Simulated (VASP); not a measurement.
La2O3:

```xyz
5
Lattice="6.3703 0.0000 0.0000 -3.1851 5.5168 0.0000 0.0000 0.0000 3.2899" Properties=species:S:1:pos:R:3 pbc="T T T"
La    3.1851    1.8389    1.6387
La    0.0000    3.6779    1.6512
O     3.2145    0.0000    0.0000
O    -1.6072    2.7838    0.0000
O     1.5779    2.7330    0.0000
```

- Program: VASP 6.6.1
- Task: relaxation of cell and atoms
- Functional: LDA
- Potentials or basis: VASP PAW LDA potentials, release 64 (La, O)
- Cutoff: 600 eV
- k mesh: 5 × 5 × 8
- Occupations: fermi-dirac, width 0.05 eV
- Spin: no spin polarisation

At the start: pressure -5.3 GPa; volume 23.12 Å³/atom.

Task: Where does the relaxation end?

Result: Over 25 steps the energy falls by 22.5 meV/atom and the volume is 21.84 Å³/atom (-5.5 %); space group P6/mmm (No. 191, to 0.1 Å) before and after.

Step by step:
| step | energy change (eV) | largest force (eV/Å) | pressure (GPa) | volume (Å³) |
| --- | --- | --- | --- | --- |
| 1 | 0.0000 | 0.0510 | -5.34 | 115.62 |
| 2 | 0.0554 | 0.0316 | 7.66 | 103.19 |
| 3 | -0.1076 | 0.0356 | -0.24 | 109.83 |
| 4 | -0.1077 | 0.0352 | -0.13 | 109.72 |
| 5 | -0.1112 | 0.0317 | 0.02 | 109.26 |
| 6 | -0.1112 | 0.0311 | 0.04 | 109.18 |
| 7 | -0.1112 | 0.0310 | 0.06 | 109.17 |
| 8 | -0.1114 | 0.0296 | -0.03 | 109.26 |
| 9 | -0.1115 | 0.0268 | -0.21 | 109.43 |
| 10 | -0.1115 | 0.0258 | -0.21 | 109.43 |
| 11 | -0.1117 | 0.0242 | -0.19 | 109.42 |
| 12 | -0.1119 | 0.0205 | -0.15 | 109.40 |
| 13 | -0.1123 | 0.0135 | -0.08 | 109.36 |
| 14 | -0.1122 | 0.0280 | 0.06 | 109.28 |
| 15 | -0.1123 | 0.0134 | -0.03 | 109.33 |
| 16 | -0.1124 | 0.0147 | -0.02 | 109.30 |
| 17 | -0.1124 | 0.0144 | 0.06 | 109.18 |
| 18 | -0.1124 | 0.0145 | 0.06 | 109.21 |
| 19 | -0.1124 | 0.0146 | 0.05 | 109.24 |
| 20 | -0.1124 | 0.0142 | -0.02 | 109.28 |
| 21 | -0.1125 | 0.0126 | -0.05 | 109.31 |
| 22 | -0.1125 | 0.0089 | -0.06 | 109.31 |
| 23 | -0.1125 | 0.0073 | -0.06 | 109.30 |
| 24 | -0.1125 | 0.0009 | -0.05 | 109.29 |
| 25 | -0.1125 | 0.0010 | 0.04 | 109.22 |

Final structure:
```
CELL_PARAMETERS angstrom
6.24796 0.00000 0.00000
-3.12398 5.41089 0.00000
0.00000 0.00000 3.23056
ATOMIC_POSITIONS crystal
La 0.66667 0.33333 0.49991
La 0.33333 0.66667 0.50009
O 0.50004 0.00000 0.00000
O 0.00000 0.50004 0.00000
O 0.49996 0.49996 0.00000
```
